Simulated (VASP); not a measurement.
# NaLi5 (P6/mmm) in VASP: a series of runs

NaLi5 is run at these levels: PBE; tasks: single point, relaxation of cell and atoms.

All numbers are computed with VASP 6.6.1; they aren't measurements. Logs are shortened: lines on timing, memory, paths and dates and some standing lists are left out, and cuts for length are marked.

**1. The cell of the first run**

Symmetry: P6/mmm, No. 191, hexagonal system. Conventional cell: a = 5.922 Å, b = 5.922 Å, c = 4.938 Å, α = 90.00°, β = 90.00°, γ = 120.00°. Within 4.5 Å of Na (site symmetry 6/mmm) lie 18 Li at 3.42 to 3.86 Å. Within 4.0 Å of Li (site symmetry -6m2) lie 9 Li at 3.00 to 3.42 Å and 3 Na at 3.42 Å. Li (site symmetry mmm) has 8 Li at 2.96 to 3.00 Å and 4 Na at 3.86 Å within 3.9 Å.

The cell was generated, and may not be a known phase.

**2. Single point, PBE**

Input file INCAR:

```
PREC = Accurate
ENCUT = 520
EDIFF = 1E-6
ISMEAR = 0
SIGMA = 0.1
LREAL = False
LASPH = True
NELM = 100
ALGO = Normal
ISIF = 2
LWAVE = False
LCHARG = False
GGA = PE
NBANDS = 20
```

Input file KPOINTS:

```
Automatic mesh
0
Gamma
  3 3 4
```

Input file POSCAR:

```
NaLi5
1.0
    5.9217743000      0.0000000000      0.0000000000
   -2.9608871000      5.1284070000      0.0000000000
    0.0000000000      0.0000000000      4.9376631000
Na Li
1 5
Direct
    0.0000000000      0.0000000000      0.0000000000
    0.3333333000      0.6666667000      0.0000000000
    0.6666667000      0.3333333000      0.0000000000
    0.5000000000      0.0000000000      0.5000000000
    0.5000000000      0.5000000000      0.5000000000
    0.0000000000      0.5000000000      0.5000000000
```

Potentials or basis: VASP PAW PBE potentials, release 64 (Na_pv, Li_sv).

Launch:

```
$ cat potpaw_PBE.64/Na_pv/POTCAR potpaw_PBE.64/Li_sv/POTCAR > POTCAR
$ mpirun -np 1 vasp_std > vasp.out
```

OUTCAR:

```text
PREC = Accurate
   ENCUT = 520
   EDIFF = 1E-6
   ISMEAR = 0
   LREAL = False
   LASPH = True
   NELM = 100
   ISIF = 2
   GGA = PE

 ion  position               nearest neighbor table
   1  0.000  0.000  0.000-
   2  0.333  0.667  0.000-
   3  0.667  0.333  0.000-
   4  0.500  0.000  0.500-
   5  0.500  0.500  0.500-
   6  0.000  0.500  0.500-

  LATTYP: Found a hexagonal cell.
 ALAT       =     5.9217743000
 C/A-ratio  =     0.8338148078

  Lattice vectors:

 A1 = (   5.9217743000,   0.0000000000,   0.0000000000)
 A2 = (  -2.9608871000,   5.1284070000,   0.0000000000)
 A3 = (   0.0000000000,   0.0000000000,   4.9376631000)

Analysis of symmetry for initial positions (statically):
=====================================================================
 Subroutine PRICEL returns:
 Original cell was already a primitive cell.

 Routine SETGRP: Setting up the symmetry group for a
 hexagonal supercell.

 Subroutine GETGRP returns: Found 24 space group operations
 (whereof 24 operations were pure point group operations)
 out of a pool of 24 trial point group operations.

The static configuration has the point symmetry D_6h.

Analysis of symmetry for dynamics (positions and initial velocities):
=====================================================================
 Subroutine PRICEL returns:
 Original cell was already a primitive cell.

 Routine SETGRP: Setting up the symmetry group for a
 hexagonal supercell.

 Subroutine GETGRP returns: Found 24 space group operations
 (whereof 24 operations were pure point group operations)
 out of a pool of 24 trial point group operations.

The dynamic configuration has the point symmetry D_6h.

 Subroutine INISYM returns: Found 24 space group operations
 (whereof 24 operations are pure point group operations),
 and found     1 'primitive' translations

----------------------------------------------------------------------------------------

                                     Primitive cell

  volume of cell :     149.9532
[... 75 lines left out ...]
   ISPIN  =      1    spin polarized calculation?
   LNONCOLLINEAR =      F non collinear calculations
   LSORBIT =      F    spin-orbit coupling
   LASPH  =      T    aspherical Exc in radial PAW
   ENCUT  =  520.0 eV  38.22 Ry    6.18 a.u.  11.01 11.01  9.18*2*pi/ulx,y,z
   NELM   =    100;   NELMIN=  2; NELMDL= -5     # of ELM steps
   EDIFF  = 0.1E-05   stopping-criterion for ELM
   LREAL  =      F    real-space projection
   EDIFFG = 0.1E-04   stopping-criterion for IOM
   NSW    =      0    number of steps for IOM
   IBRION =     -1    ionic relax: 0-MD 1-quasi-New 2-CG
   NFREE  =      0    steps in history (QN), initial steepest desc. (CG)
   ISIF   =      2    stress and relaxation
   ISYM   =      2    0-nonsym 1-usesym 2-fastsym
   POTIM  = 0.5000    time-step for ionic-motion
   TEBEG  =    0.0;   TEEND  =   0.0 temperature during run
   PSTRESS=    0.0 pullay stress
   NELECT =      22.0000    total number of electrons
   NUPDOWN=      -1.0000    fix difference up-down
   EMIN   =  10.00;   EMAX   =-10.00  energy-range for DOS
   EFERMI =   0.00;   METHOD = LEGACY
   ISMEAR =     0;   SIGMA  =   0.10  broadening in eV -4-tet -1-fermi 0-gaus
   EFERMI_NEDOS =   21; number of points for ismear=-14 and -15
   IALGO  =     38    algorithm
   IMIX   =      4    mixing-type and parameters
     AMIX     =   0.40;   BMIX     =  1.00
     AMIX_MAG =   1.60;   BMIX_MAG =  1.00
  volume/ion in A,a.u.               =      24.99       168.66
  Fermi-wavevector in a.u.,A,eV,Ry     =   0.863437  1.631659 10.143453  0.745523
  Thomas-Fermi vector in A             =   1.981386
   LORBIT       =      0    0 simple, 1 ext, 2 COOP (PROOUT), +10 PAW based schemes
   GGA     = PE    functional components
   LHFCALC =     F    Hartree Fock is set to
   AEXX    =    0.0000 exact exchange contribution
   IVDW    =     0    specifies the selected vdW correction
   LEPSILON=     F    determine dielectric tensor
   LRPA    =     F    only Hartree local field effects (RPA)
 non-spin polarized calculation
 Gauss-broadening in eV      SIGMA  =   0.10
  energy-cutoff  :      520.00
  volume of cell :      149.95
 maximum number of plane-waves:      4045
 NGX is ok and might be reduce to    48
   NGX = 21   NGY = 21   NGZ = 19

 number of electron      22.0000029 magnetization

 Free energy of the ion-electron system (eV)
  ---------------------------------------------------
  ext. energy  EPLUGINS =         0.00000000
  ---------------------------------------------------
  free energy    TOTEN  =       -10.34873677 eV

  energy without entropy =      -10.34064415  energy(sigma->0) =      -10.34469046

 E-fermi :   0.2983     XC(G=0):  -6.6873

 val. band max:        0.2183824713   @ k =   0.3333  -0.0000   0.5000
 cond. band min:       0.4617279446   @ k =   0.3333  -0.0000   0.0000
 fundamental gap:      0.2433454733
 Fermi energy:         0.2982962835

 k-point     1 :       0.0000    0.0000    0.0000
  band No.  band energies     occupation
      1     -46.4486      2.00000
      2     -46.4332      2.00000
      3     -46.4332      2.00000
      4     -46.4121      2.00000
      5     -46.4121      2.00000
      6     -24.1887      2.00000
[... 196 lines left out ...]
     19       5.1963      0.00000
     20       7.1666      0.00000

------------------------ aborting loop because EDIFF is reached ----------------------------------------

  FORCE on cell =-STRESS in cart. coord.  units (eV):
  Direction    XX          YY          ZZ          XY          YZ          ZX
  --------------------------------------------------------------------------------------
  -------------------------------------------------------------------------------------
  Total       -1.0422607     -1.0422607      1.9969157     -0.0000000     -0.0000000      0.0000000
  in kB      -11.1360499    -11.1360499     21.3360747     -0.0000001     -0.0000000      0.0000000
  external PRESSURE =      -0.3120084 kB  Pullay stress =       0.0000000 kB

 VOLUME and BASIS-vectors are now :
 -----------------------------------------------------------------------------
  energy-cutoff  :      520.00
  volume of cell :      149.95
      direct lattice vectors                 reciprocal lattice vectors
     5.921774300  0.000000000  0.000000000     0.168868307  0.097496160  0.000000000
    -2.960887100  5.128407000  0.000000000     0.000000000  0.194992324  0.000000000
     0.000000000  0.000000000  4.937663100     0.000000000  0.000000000  0.202524956

 POSITION                                       TOTAL-FORCE (eV/Angst)
 -----------------------------------------------------------------------------------
      0.00000      0.00000      0.00000         0.000000     -0.000000      0.000000
     -0.00000      3.41894      0.00000         0.000000     -0.000000      0.000000
      2.96089      1.70947      0.00000        -0.000000      0.000000     -0.000000
      2.96089      0.00000      2.46883         0.000000     -0.000000      0.000000
      1.48044      2.56420      2.46883         0.000000     -0.000000      0.000000
     -1.48044      2.56420      2.46883         0.000000     -0.000000      0.000000
 -----------------------------------------------------------------------------------
    total drift:                                0.000000     -0.000000     -0.000000

  FREE ENERGIE OF THE ION-ELECTRON SYSTEM (eV)
  ---------------------------------------------------
  free  energy   TOTEN  =       -10.3487367672 eV

  energy  without entropy=      -10.3406441524  energy(sigma->0) =      -10.34469046
```

stdout:

```text
POSCAR found type information on POSCAR NaLi
 POSCAR found :  2 types and       6 ions
 scaLAPACK will be used
 LDA part: xc-table for (Slater+PW92), standard interpolation
 POSCAR, INCAR and KPOINTS ok, starting setup
 FFT: planning ... GRIDC
 FFT: planning ... GRID_SOFT
 FFT: planning ... GRID
 WAVECAR not read
 entering main loop
```

It took 54 s on 1 thread of Oxide Virtual Turin-like, shared host; peak memory 0.24 GiB.

What came out:

- Free energy: -10.3487 eV
- Band gap on the k mesh: zero (bands 11 and 12 overlap by 1.29 eV)

Levels at points of the mesh, in eV from the Fermi level:
```tsv
k point	band 9	band 10	band 11	band 12	band 13	band 14
(0.00, 0.00, 0.00)	-3.35	0.33	0.60	1.12	1.12	1.33
(0.00, 0.00, 0.50)	-2.18	-2.05	0.37	1.54	1.54	2.25
```

Caveat: the k points lie up to 0.41 Å⁻¹ apart, too coarse for converged energies and pressures of a metal; the cutoff is under 1.25 times the usual one of these potentials, so pressure, stress and relaxed cells hold a basis-set (Pulay) error.

**3. Single point, PBE**

Input file INCAR:

```
PREC = Accurate
ENCUT = 520
EDIFF = 1E-7
ISMEAR = 0
SIGMA = 0.1
LREAL = F
LASPH = T
NELM = 100
ALGO = Normal
ISIF = 2
LWAVE = F
LCHARG = F
GGA = PE
NBANDS = 20
```

Input file KPOINTS:

```
Automatic mesh
0
Gamma
  6 6 8
```

Input file POSCAR:

```
NaLi5
1.0
    5.9217743120     -0.0000000289      0.0000000000
   -2.9608871310      5.1284070041      0.0000000000
    0.0000000000      0.0000000000      4.9376631000
Na Li
1 5
Direct
    0.0000000000      0.0000000000      0.0000000000
    0.3333333333      0.6666666667      0.0000000000
    0.6666666667      0.3333333333      0.0000000000
    0.5000000000      0.0000000000      0.5000000000
    0.5000000000      0.5000000000      0.5000000000
    0.0000000000      0.5000000000      0.5000000000
```

Potentials or basis: VASP PAW PBE potentials, release 64 (Na_pv, Li_sv).

Launch:

```
$ cat potpaw_PBE.64/Na_pv/POTCAR potpaw_PBE.64/Li_sv/POTCAR > POTCAR
$ mpirun -np 1 vasp_std > vasp.out
```

It took 4.2 min on 1 thread of Oxide Virtual Turin-like, shared host; peak memory 0.29 GiB.

It converged, with:

| Item | Value |
| --- | --- |
| Free energy | -10.3983 eV |
| Band gap on the k mesh | zero (bands 11 and 12 overlap by 1.46 eV) |

Levels at points of the mesh, in eV from the Fermi level:
| k point | band 9 | band 10 | band 11 | band 12 | band 13 | band 14 |
| --- | --- | --- | --- | --- | --- | --- |
| (0.00, 0.00, 0.00) | -3.37 | 0.32 | 0.58 | 1.10 | 1.10 | 1.30 |
| (0.50, 0.00, 0.00) | -2.24 | -2.18 | 0.00 | 0.18 | 1.50 | 2.33 |
| (0.00, 0.00, 0.50) | -2.22 | -2.06 | 0.36 | 1.50 | 1.50 | 2.25 |
| (0.50, 0.00, 0.50) | -1.14 | -1.09 | -0.92 | -0.88 | 0.74 | 0.81 |

Caveat: the cutoff is under 1.25 times the usual one of these potentials, so pressure, stress and relaxed cells hold a basis-set (Pulay) error.

[end of part 1 of 2]

The gap in the log of VASP goes by the Fermi energy; the results here count the filled bands.